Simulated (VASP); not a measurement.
H4C: single point with PBEsol

H4C:

```
C H
1.0
     7.38766    0.00000    0.00000
     0.00000    7.38766    0.00000
     0.00000    0.00000    7.38766
C H
8 32
Direct
  0.51487 0.78566 0.70006
  0.01394 0.79985 0.58446
  0.79571 0.35980 0.95064
  0.27431 0.35165 0.71230
  0.68961 0.90099 0.09425
  0.66645 0.22903 0.45054
  0.16601 0.05772 0.10911
  0.31886 0.52559 0.21294
  0.38103 0.77908 0.77173
  0.61836 0.72679 0.78980
  0.56445 0.92335 0.66813
  0.49956 0.71411 0.57317
  0.11073 0.90583 0.62298
  0.95429 0.75326 0.70769
  0.08781 0.69502 0.49903
  0.92069 0.86256 0.49331
  0.91114 0.41851 0.02872
  0.68455 0.33943 0.04075
  0.82053 0.21415 0.90676
  0.77217 0.43343 0.82946
  0.18022 0.46354 0.70201
  0.28012 0.31906 0.85302
  0.40779 0.37892 0.65322
  0.22542 0.22635 0.64119
  0.80192 0.92219 0.18819
  0.59632 0.80132 0.14677
  0.75801 0.84018 0.97695
  0.60762 0.02468 0.06665
  0.72865 0.35289 0.39987
  0.63130 0.24790 0.59298
  0.75196 0.10688 0.43186
  0.53970 0.19794 0.37942
  0.17263 0.91698 0.16549
  0.28311 0.09258 0.02034
  0.16346 0.14806 0.22515
  0.03768 0.08600 0.04164
  0.26184 0.49419 0.34430
  0.26091 0.42149 0.11454
  0.46760 0.51924 0.20944
  0.26330 0.66629 0.17704
```

| Quantity | Value |
| --- | --- |
| Program | VASP 6.6.1 |
| Task | single point |
| Functional | PBEsol |
| Potentials or basis | VASP PAW PBE potentials, release 64 (C, H) |
| Cutoff | 520 eV |
| k mesh | 1 × 1 × 1 |
| Occupations | fermi-dirac, width 0.05 eV |
| Spin | no spin polarisation |

```json
{
  "Pressure": "0.4 GPa",
  "Largest force": "2.508 eV/Å",
  "Band gap on the k mesh": "7.03 eV"
}
```

Forces on the atoms (eV/Å):
```
C   -0.255  0.298  0.679
C    1.850 -0.162 -1.188
C    1.576 -1.913  0.384
C   -0.102 -1.144 -1.041
C    0.215  0.163 -0.141
C   -0.236 -0.752  0.001
C    0.300 -0.372  0.230
C   -1.200  0.477 -1.389
H    0.702  0.396 -0.286
H   -0.225 -0.307 -0.319
H   -0.486 -0.020  0.190
H    0.119 -0.479 -0.423
H    0.223  0.009 -0.080
H   -0.576 -0.706  0.566
H   -0.508  0.521  1.017
H   -1.012  0.376 -0.382
H   -0.301 -0.410 -0.419
H   -1.139  0.535  0.501
H    0.445  1.054  0.248
H   -0.540  0.884 -0.801
H   -0.261  0.377 -0.453
H    0.404 -0.273  0.951
H   -0.063  0.363  0.255
H   -0.117  0.675  0.244
H   -0.194  0.318  0.440
H   -0.291 -0.496  0.364
H   -0.316  0.338 -0.306
H    0.680 -0.375 -0.110
H    0.192  0.078 -0.244
H    0.162 -0.111  0.218
H    0.072  0.516  0.165
H   -0.088  0.240 -0.161
H   -0.045  0.625 -0.584
H   -0.467 -0.344  0.346
H    0.268  0.328  0.425
H   -0.076 -0.303 -0.368
H    0.153 -0.203  0.602
H    0.529  0.952  0.663
H   -0.174  0.134  0.111
H    0.781 -1.287  0.096
```

Stress tensor (GPa, compression positive):
```
 0.35  0.12  0.42
 0.12 -0.79 -1.02
 0.42 -1.02  1.78
```

Levels at points of the mesh, in eV from the valence-band top:
```
           k point  band 29  band 30  band 31  band 32  band 33  band 34  band 35  band 36
(0.00, 0.00, 0.00)    -0.26    -0.15    -0.12     0.00     7.03     9.16     9.20     9.33
```

Run time: 30 s on 1 thread of Intel(R) Xeon(R) 6975P-C (Granite Rapids), with other jobs on the host, peak memory 0.37 GiB.

Caveat: the k points lie up to 0.85 Å⁻¹ apart; the PAW data sets were made with another functional, which shifts forces and pressure a little.
